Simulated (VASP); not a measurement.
Wanted: the native input for a VASP 6.6.1 run.

```yaml
Task: single point
Functional: PBE
Potentials_or_basis: VASP PAW PBE potentials, release 64 (Ti_sv, O)
Cutoff: 520 eV
k_mesh: 8 × 8 × 8
Occupations: gaussian, width 0.05 eV
Spin: no spin polarisation
Hubbard_terms: Ti d U = 4.0 eV
Dipole_correction: no
Further_INCAR_settings: ALGO = Normal; EDIFF = 1e-06; NBANDS = 33
```

The structure of TiO2 lies in POSCAR:

```
TiO2
1.0
   -1.9089353641      1.9089353641      4.1551070718
    1.9089353641     -1.9089353641      4.1551070718
    1.9089353641      1.9089353641     -4.1551070718
Ti O
2 4
Direct
    0.0000000000      0.0000000000      0.0000000000
    0.7500000000      0.2500000000      0.5000000000
    0.2052765759      0.2052765759      0.0000000000
    0.9552765759      0.4552765759      0.5000000000
    0.5447234241      0.0447234241      0.5000000000
    0.7947234241      0.7947234241      0.0000000000
```

This cell differs from its parent crystal: strain -0.1500 x Voigt [0, 0, 1, 0, 0, 0].

The input as run:

INCAR

```
SYSTEM = TiO2
ALGO = Normal
EDIFF = 1E-6
ENCUT = 520
GGA = PE
ISIF = 2
ISMEAR = 0
LASPH = .TRUE.
LCHARG = .FALSE.
LDAU = .TRUE.
LDAUJ = 0 0
LDAUL = 2 -1
LDAUPRINT = 1
LDAUTYPE = 2
LDAUU = 4 0
LMAXMIX = 4
LREAL = .FALSE.
LWAVE = .FALSE.
NBANDS = 33
NELM = 150
PREC = Accurate
SIGMA = 0.05
```

KPOINTS

```
k-points
0
G
  8 8 8
  0 0 0
```

Potentials or basis: VASP PAW PBE potentials, release 64 (Ti_sv, O).

Run with:

```bash
$ cat potpaw_PBE.64/Ti_sv/POTCAR potpaw_PBE.64/O/POTCAR > POTCAR
$ mpirun -np 1 vasp_std > vasp.out
```

It gave:

```
Pressure               : 69.1 GPa
Largest force          : 7.119 eV/Å
Band gap on the k mesh : 2.98 eV (least direct gap 3.05 eV)
```

Caveat: the cell differs from its parent crystal (strain -0.1500 x Voigt [0, 0, 1, 0, 0, 0]); the cell stands under pressure; forces of over 1 eV/Å act on the atoms, so gaps and moduli don't describe the material at rest.

Run time: 100 s on 1 thread of Intel(R) Xeon(R) 6975P-C (Granite Rapids) (shared host), peak memory 0.28 GiB.
